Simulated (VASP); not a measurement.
# Ag (Im-3m) in VASP: a series of runs

Runs on Ag. Level: PBEsol. Tasks: single point.

Program: VASP 6.6.1. These are calculated values, not measurements. Logs are shortened: lines on timing, memory, paths and dates and some standing lists are left out, and cuts for length are marked.

## Step 1: The cell of the first run

It takes space group Im-3m (No. 229, cubic). The conventional cell has a = 2.964 Å, b = 2.964 Å, c = 2.964 Å, α = 90.00°, β = 90.00°, γ = 90.00°. Ag (site symmetry m-3m) has 14 Ag at 2.57 to 2.96 Å within 3.4 Å.

## Step 2: Single point, PBEsol

File INCAR:

```
SYSTEM = Ag
PREC = Accurate ; ENCUT = 520
EDIFF = 1E-6 ; ISMEAR = -1
SIGMA = 0.1 ; LREAL = .FALSE.
LASPH = .TRUE. ; NELM = 80
ALGO = Normal ; ISIF = 2
LWAVE = .FALSE. ; LCHARG = .FALSE.
GGA = PS ; NBANDS = 12
```

File KPOINTS:

```
regular mesh
0
G
  9 9 9
  0 0 0
```

File POSCAR:

```
Ag
1.0
   -1.4822040719      1.4822040719      1.4822040719
    1.4822040719     -1.4822040719      1.4822040719
    1.4822040719      1.4822040719     -1.4822040719
Ag
1
Direct
    0.0000000000      0.0000000000      0.0000000000
```

Potentials or basis: VASP PAW PBE potentials, release 64 (Ag).

Started as:

```bash
$ cat potpaw_PBE.64/Ag/POTCAR > POTCAR
$ mpirun -np 1 vasp_std > vasp.out
```

OUTCAR:

```text
SYSTEM = Ag
   PREC = Accurate
   ENCUT = 520
   EDIFF = 1E-6
   ISMEAR = -1
   LREAL = .FALSE.
   LASPH = .TRUE.
   NELM = 80
   ISIF = 2
   GGA = PS

 ion  position               nearest neighbor table
   1  0.000  0.000  0.000-

  LATTYP: Found a body centered cubic cell.
 ALAT       =     2.9644081438

  Lattice vectors:

 A1 = (  -1.4822040719,   1.4822040719,   1.4822040719)
 A2 = (   1.4822040719,  -1.4822040719,   1.4822040719)
 A3 = (   1.4822040719,   1.4822040719,  -1.4822040719)

Analysis of symmetry for initial positions (statically):
=====================================================================
 Subroutine PRICEL returns:
 Original cell was already a primitive cell.

 Routine SETGRP: Setting up the symmetry group for a
 body centered cubic supercell.

 Subroutine GETGRP returns: Found 48 space group operations
 (whereof 48 operations were pure point group operations)
 out of a pool of 48 trial point group operations.

The static configuration has the point symmetry O_h .

Analysis of symmetry for dynamics (positions and initial velocities):
=====================================================================
 Subroutine PRICEL returns:
 Original cell was already a primitive cell.

 Routine SETGRP: Setting up the symmetry group for a
 body centered cubic supercell.

 Subroutine GETGRP returns: Found 48 space group operations
 (whereof 48 operations were pure point group operations)
 out of a pool of 48 trial point group operations.

The dynamic configuration has the point symmetry O_h .

 Subroutine INISYM returns: Found 48 space group operations
 (whereof 48 operations are pure point group operations),
 and found     1 'primitive' translations

----------------------------------------------------------------------------------------

                                     Primitive cell

  volume of cell :      13.0252

  direct lattice vectors                    reciprocal lattice vectors
    -1.482204072  1.482204072  1.482204072     0.000000000  0.337335465  0.337335465
     1.482204072 -1.482204072  1.482204072     0.337335465  0.000000000  0.337335465
     1.482204072  1.482204072 -1.482204072     0.337335465  0.337335465  0.000000000

  length of vectors
     2.567252760  2.567252760  2.567252760     0.477064390  0.477064390  0.477064390

  position of ions in fractional coordinates (direct lattice)
     0.000000000  0.000000000  0.000000000

  ion indices of the primitive-cell ions
   primitive index   ion index
                 1           1

----------------------------------------------------------------------------------------

 KPOINTS: regular mesh

Automatic generation of k-mesh.
 Grid dimensions read from file:
 generate k-points for:    9    9    9

 Generating k-lattice:

  Cartesian coordinates                     Fractional coordinates (reciprocal lattice)
     0.000000000  0.037481718  0.037481718     0.111111111  0.000000000  0.000000000
     0.037481718  0.000000000  0.037481718     0.000000000  0.111111111  0.000000000
     0.037481718  0.037481718  0.000000000     0.000000000  0.000000000  0.111111111

  Length of vectors
     0.053007154  0.053007154  0.053007154

  Shift w.r.t. Gamma in fractional coordinates (k-lattice)
     0.000000000  0.000000000  0.000000000

 Subroutine IBZKPT returns following result:
 ===========================================

 Found     35 irreducible k-points:

 Following reciprocal coordinates:
            Coordinates               Weight
  0.000000  0.000000  0.000000      1.000000
  0.111111  0.000000  0.000000     12.000000
  0.222222  0.000000  0.000000     12.000000
  0.333333  0.000000  0.000000     12.000000
  0.444444  0.000000  0.000000     12.000000
  0.111111  0.111111  0.000000     24.000000
[... 16 lines left out ...]
 -0.333333  0.444444  0.111111     48.000000
 -0.444444 -0.444444  0.111111     24.000000
 [... further k-points ...]
   k-points           NKPTS =     35   k-points in BZ     NKDIM =     35   number of bands    NBANDS=     12
   number of dos      NEDOS =    301   number of ions     NIONS =      1
   total plane-waves  NPLWV =   8000
   dimension x,y,z NGX =    20 NGY =   20 NGZ =   20
   dimension x,y,z NGXF=    40 NGYF=   40 NGZF=   40
   ions per type =               1
   NGX,Y,Z   is equivalent  to a cutoff of  12.95, 12.95, 12.95 a.u.
   NGXF,Y,Z  is equivalent  to a cutoff of  25.90, 25.90, 25.90 a.u.
 SYSTEM =  Ag
   PREC   = accura    normal or accurate (medium, high low for compatibility)
   ISTART =      0    job   : 0-new  1-cont  2-samecut
   ICHARG =      2    charge: 1-file 2-atom 10-const
   ISPIN  =      1    spin polarized calculation?
   LNONCOLLINEAR =      F non collinear calculations
   LSORBIT =      F    spin-orbit coupling
   LASPH  =      T    aspherical Exc in radial PAW
   ENCUT  =  520.0 eV  38.22 Ry    6.18 a.u.   4.77  4.77  4.77*2*pi/ulx,y,z
   NELM   =     80;   NELMIN=  2; NELMDL= -5     # of ELM steps
   EDIFF  = 0.1E-05   stopping-criterion for ELM
   LREAL  =      F    real-space projection
   EDIFFG = 0.1E-04   stopping-criterion for IOM
   NSW    =      0    number of steps for IOM
   IBRION =     -1    ionic relax: 0-MD 1-quasi-New 2-CG
   NFREE  =      0    steps in history (QN), initial steepest desc. (CG)
   ISIF   =      2    stress and relaxation
   ISYM   =      2    0-nonsym 1-usesym 2-fastsym
   POTIM  = 0.5000    time-step for ionic-motion
   TEBEG  =    0.0;   TEEND  =   0.0 temperature during run
   PSTRESS=    0.0 pullay stress
   NELECT =      11.0000    total number of electrons
   NUPDOWN=      -1.0000    fix difference up-down
   EMIN   =  10.00;   EMAX   =-10.00  energy-range for DOS
   EFERMI =   0.00;   METHOD = LEGACY
   ISMEAR =    -1;   SIGMA  =   0.10  broadening in eV -4-tet -1-fermi 0-gaus
   EFERMI_NEDOS =   21; number of points for ismear=-14 and -15
   IALGO  =     38    algorithm
   IMIX   =      4    mixing-type and parameters
     AMIX     =   0.40;   BMIX     =  1.00
     AMIX_MAG =   1.60;   BMIX_MAG =  1.00
  volume/ion in A,a.u.               =      13.03        87.90
  Fermi-wavevector in a.u.,A,eV,Ry     =   1.547430  2.924219 32.579696  2.394540
  Thomas-Fermi vector in A             =   2.652525
   LORBIT       =      0    0 simple, 1 ext, 2 COOP (PROOUT), +10 PAW based schemes
   GGA     = PS    functional components
   LHFCALC =     F    Hartree Fock is set to
   AEXX    =    0.0000 exact exchange contribution
   IVDW    =     0    specifies the selected vdW correction
   LEPSILON=     F    determine dielectric tensor
   LRPA    =     F    only Hartree local field effects (RPA)
 non-spin polarized calculation
  energy-cutoff  :      520.00
  volume of cell :       13.03
 maximum number of plane-waves:       370
   NGX =  9   NGY =  9   NGZ =  9

 number of electron      11.0000002 magnetization

 Free energy of the ion-electron system (eV)
  ---------------------------------------------------
  ext. energy  EPLUGINS =         0.00000000
  ---------------------------------------------------
  free energy    TOTEN  =        -2.76050887 eV

  energy without entropy =       -2.74752410  energy(sigma->0) =       -2.75401649

 E-fermi :  12.6739     XC(G=0): -14.0923

 val. band max:       12.6251724978   @ k =  -0.4444   0.4444   0.1111
 cond. band min:      12.7377741155   @ k =  -0.3333   0.4444   0.1111
 fundamental gap:      0.1126016177
 Fermi energy:        12.6738854596

 k-point     1 :       0.0000    0.0000    0.0000
  band No.  band energies     occupation
      1       2.5553      2.00000
      2       6.4617      2.00000
      3       6.4617      2.00000
      4       6.4617      2.00000
      5       8.5421      2.00000
      6       8.5421      2.00000
      7      31.2399      0.00000
      8      31.2399      0.00000
      9      31.2399      0.00000
     10      40.4604      0.00000
     11      40.4604      0.00000
     12      42.6503      0.00000

 k-point     2 :       0.1111    0.0000    0.0000
  band No.  band energies     occupation
      1       3.0536      2.00000
      2       6.2995      2.00000
      3       6.4742      2.00000
      4       6.8169      2.00000
      5       8.3713      2.00000
      6       8.5556      2.00000
      7      30.7777      0.00000
      8      31.2188      0.00000
      9      31.8364      0.00000
     10      37.8222      0.00000
     11      38.7431      0.00000
     12      40.1700      0.00000

 k-point     3 :       0.2222    0.0000    0.0000
  band No.  band energies     occupation
      1       4.1492      2.00000
      2       5.9084      2.00000
      3       6.7168      2.00000
      4       7.7919      2.00000
      5       8.1990      2.00000
      6       8.6064      2.00000
      7      28.0151      0.00000
      8      30.0308      0.00000
      9      33.3772      0.00000
     10      36.0443      0.00000
     11      37.1845      0.00000
     12      37.5773      0.00000

 k-point     4 :       0.3333    0.0000    0.0000
  band No.  band energies     occupation
      1       4.4028      2.00000
      2       5.4937      2.00000
      3       8.2382      2.00000
      4       8.5577      2.00000
      5       8.6954      2.00000
      6       9.0764      2.00000
      7      23.4703      0.00000
      8      28.0546      0.00000
      9      32.3039      0.00000
     10      35.1729      0.00000
     11      37.4736      0.00000
     12      40.4095      0.00000

 k-point     5 :       0.4444    0.0000    0.0000
  band No.  band energies     occupation
      1       4.1464      2.00000
      2       5.2379      2.00000
      3       8.4546      2.00000
      4       8.7730      2.00000
      5      10.0638      2.00000
      6      11.1680      2.00000
      7      19.4560      0.00000
      8      26.8179      0.00000
      9      30.0168      0.00000
     10      36.3473      0.00000
     11      38.1888      0.00000
     12      39.6530      0.00000
[... 228 lines left out ...]
      1       5.2072      2.00000
      2       6.0893      2.00000
      3       6.6634      2.00000
      4       7.5139      2.00000
      5       8.6169      2.00000
      6      10.1407      2.00000
      7      26.3919      0.00000
      8      26.8266      0.00000
      9      32.0682      0.00000
     10      32.4249      0.00000
     11      37.6279      0.00000
     12      40.9304      0.00000

 k-point    22 :      -0.4444    0.4444    0.1111
  band No.  band energies     occupation
      1       4.4598      2.00000
      2       5.6319      2.00000
      3       7.4979      2.00000
      4       8.1828      2.00000
      5      10.0108      2.00000
      6      12.6252      1.23886
      7      19.5913      0.00000
      8      27.2352      0.00000
      9      28.4734      0.00000
     10      36.7962      0.00000
     11      37.9104      0.00000
     12      39.3648      0.00000

 k-point    23 :      -0.3333    0.4444    0.1111
  band No.  band energies     occupation
      1       5.0566      2.00000
      2       5.8840      2.00000
      3       6.7179      2.00000
      4       7.9819      2.00000
      5       9.3340      2.00000
      6      12.7378      0.69100
      7      21.9196      0.00000
      8      25.0814      0.00000
      9      30.3975      0.00000
     10      33.8168      0.00000
     11      37.7479      0.00000
     12      42.6385      0.00000

 k-point    24 :      -0.4444   -0.4444    0.1111
  band No.  band energies     occupation
      1       4.8485      2.00000
      2       5.9150      2.00000
      3       6.6951      2.00000
      4       8.1180      2.00000
      5       9.7645      2.00000
      6      15.1987      0.00000
      7      18.7811      0.00000
      8      24.3694      0.00000
      9      29.7284      0.00000
     10      35.3997      0.00000
     11      36.6570      0.00000
     12      42.7270      0.00000

 [... further k-points ...]

------------------------ aborting loop because EDIFF is reached ----------------------------------------

  FORCE on cell =-STRESS in cart. coord.  units (eV):
  Direction    XX          YY          ZZ          XY          YZ          ZX
  --------------------------------------------------------------------------------------
  -------------------------------------------------------------------------------------
  Total        4.8125670      4.8125670      4.8125670     -0.0000000      0.0000000      0.0000000
  in kB      591.9750156    591.9750156    591.9750156     -0.0000000      0.0000000      0.0000000
  external PRESSURE =     591.9750156 kB  Pullay stress =       0.0000000 kB

 VOLUME and BASIS-vectors are now :
 -----------------------------------------------------------------------------
  energy-cutoff  :      520.00
  volume of cell :       13.03
      direct lattice vectors                 reciprocal lattice vectors
    -1.482204072  1.482204072  1.482204072     0.000000000  0.337335465  0.337335465
     1.482204072 -1.482204072  1.482204072     0.337335465  0.000000000  0.337335465
     1.482204072  1.482204072 -1.482204072     0.337335465  0.337335465  0.000000000

 POSITION                                       TOTAL-FORCE (eV/Angst)
 -----------------------------------------------------------------------------------
      0.00000      0.00000      0.00000         0.000000     -0.000000      0.000000
 -----------------------------------------------------------------------------------
    total drift:                                0.000000     -0.000000      0.000000

  FREE ENERGIE OF THE ION-ELECTRON SYSTEM (eV)
  ---------------------------------------------------
  free  energy   TOTEN  =        -2.7605088731 eV

  energy  without entropy=       -2.7475241011  energy(sigma->0) =       -2.75401649
```

Wall time 9.4 s (1 thread of Intel Xeon 8259CL, shared host); peak memory 0.13 GiB.

Results:

| Item | Value |
| --- | --- |
| Free energy | -2.7605 eV |
| Pressure | 59.2 GPa |

Caveat: the PAW data sets were made with another functional, which shifts forces and pressure a little.

## Step 3: Single point, PBEsol

This run uses another cell than the first one, of 14.86 Å³/atom, 1.141 times its volume.

File INCAR:

```
PREC = Accurate
ENCUT = 520
EDIFF = 1E-6
ISMEAR = -1
SIGMA = 0.1
LREAL = False
LASPH = True
NELM = 60
ALGO = Normal
ISIF = 2
LWAVE = False
LCHARG = False
GGA = PS
NBANDS = 12
```

File KPOINTS:

```
Automatic mesh
0
Gamma
  9 9 9
```

File POSCAR:

```
Ag
1.0
   -1.5488497254      1.5488497254      1.5488497254
    1.5488497254     -1.5488497254      1.5488497254
    1.5488497254      1.5488497254     -1.5488497254
Ag
1
Direct
    0.0000000000      0.0000000000      0.0000000000
```

Potentials or basis: VASP PAW PBE potentials, release 64 (Ag).

Started as:

```bash
$ cat potpaw_PBE.64/Ag/POTCAR > POTCAR
$ mpirun -np 1 vasp_std > vasp.out
```

Wall time 9.7 s (1 thread of Intel Xeon 8259CL, shared host); peak memory 0.12 GiB.

It converged, with:

* Free energy: -3.1857 eV
* Pressure: 19.6 GPa

Levels at points of the mesh, in eV from the Fermi level:
```
           k point  band 3  band 4  band 5  band 6  band 7  band 8
(0.00, 0.00, 0.00)   -5.46   -5.46   -3.77   -3.77   18.38   18.38
```

Caveat: the PAW data sets were made with another functional, which shifts forces and pressure a little.
